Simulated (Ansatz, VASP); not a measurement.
One calculation of Ti3Sb2, two programs

INCAR

```
SYSTEM = Ti3Sb2
PREC = Accurate
ENCUT = 520
EDIFF = 1E-6
ISMEAR = 0
SIGMA = 0.1
LREAL = .False.
LASPH = .True.
NELM = 100
ALGO = Fast
ISIF = 2
LWAVE = .False.
LCHARG = .False.
GGA = PE
NBANDS = 31
```

KPOINTS

```
regular mesh
0
Gamma
  4 4 4
  0 0 0
```

The input POSCAR:

```
Ti3Sb2
1.0
    4.6175588800      0.0000000000      0.0000000000
    0.0000000000      4.6175588800      0.0000000000
    0.0000000000      0.0000000000      4.6175588800
Ti Sb
3 2
Direct
    0.5000000000      0.0000000000      0.0000000000
    0.0000000000      0.5000000000      0.0000000000
    0.0000000000      0.0000000000      0.5000000000
    0.5000000000      0.5000000000      0.5000000000
    0.0000000000      0.0000000000      0.0000000000
```

Input for Ansatz:

```yaml
crystal:
  lattice:
    - [4.61755888, 0.0, 0.0]
    - [0.0, 4.61755888, 0.0]
    - [0.0, 0.0, 4.61755888]
  atoms:
    - { symbol: Ti, position: [0.5, 0.0, 0.0] }
    - { symbol: Ti, position: [0.0, 0.5, 0.0] }
    - { symbol: Ti, position: [0.0, 0.0, 0.5] }
    - { symbol: Sb, position: [0.5, 0.5, 0.5] }
    - { symbol: Sb, position: [0.0, 0.0, 0.0] }
basis:
  ecutwfc: 420
kpoints:
  mp_grid: { grid: [4, 4, 4] }
hamiltonian:
  xc: pbe
scf:
  occupations: { method: gaussian, width: 0.1 }
  lower_state_search: "off"
output:
  forces: true
  stress: true
  eigenvalues: true
```

Alike in both runs: task single point; functional PBE; k mesh 4 × 4 × 4; occupations gaussian, width 0.1 eV; no spin polarisation.

```csv
,VASP,Ansatz
version,VASP 6.6.1,Ansatz 0.2.0
potentials or method,"VASP PAW PBE potentials, release 64 (Ti_sv, Sb), cutoff 520 eV","scalar-relativistic, plane waves, PAW"
valence electrons in the cell,46,66
```

```csv
,VASP,Ansatz,Ansatz less VASP
gap on the k mesh at the Fermi level (eV),none,none,-
pressure (GPa),26.4,27.0,+0.56
```

A gap of «none» marks a metal or a gap that the smearing closes. The functional is the same, so the differences come from potentials, cutoffs and numerics. VASP's potentials hold 46 valence electrons a cell and Ansatz's 66, so a difference there can come from the potentials and not from the codes.

Neither program's run includes spin-orbit coupling.
